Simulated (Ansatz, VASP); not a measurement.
# Two plane-wave programs on As

```
CELL_PARAMETERS angstrom
3.52000 0.00000 0.00000
-1.76000 3.04841 0.00000
0.00000 0.00000 28.00000
ATOMIC_POSITIONS crystal
As 0.33333 0.66667 0.53171
As 0.66667 0.33333 0.46829
```

Alike in both runs: task single point; functional LDA; k mesh 9 × 9 × 1; occupations gaussian, width 0.02 eV; no spin polarisation.

```csv
,VASP,Ansatz
version,VASP 6.6.1,Ansatz 0.2.0
potentials or method,"VASP PAW LDA potentials, release 64 (As), cutoff 520 eV","scalar-relativistic, plane waves, PAW"
valence electrons in the cell,10,30
```

|  | VASP | Ansatz | Ansatz less VASP |
| --- | --- | --- | --- |
| gap on the k mesh at the Fermi level (eV) | none | none | - |
| rms of the force components (eV/Å) | 1.806 | 1.808 | +0.0026 |
| work function, face that differs most (eV) | 4.23 | 4.23 | -0.007 |

LDA's correlation is that of Perdew and Zunger in VASP and of Perdew and Wang (1992) in Ansatz. Atom by atom the forces differ by 0.003 eV/Å (rms over components). A gap of «none» marks a metal or a gap that the smearing closes. VASP's potentials hold 10 valence electrons a cell and Ansatz's 30, so a difference there can come from the potentials and not from the codes.
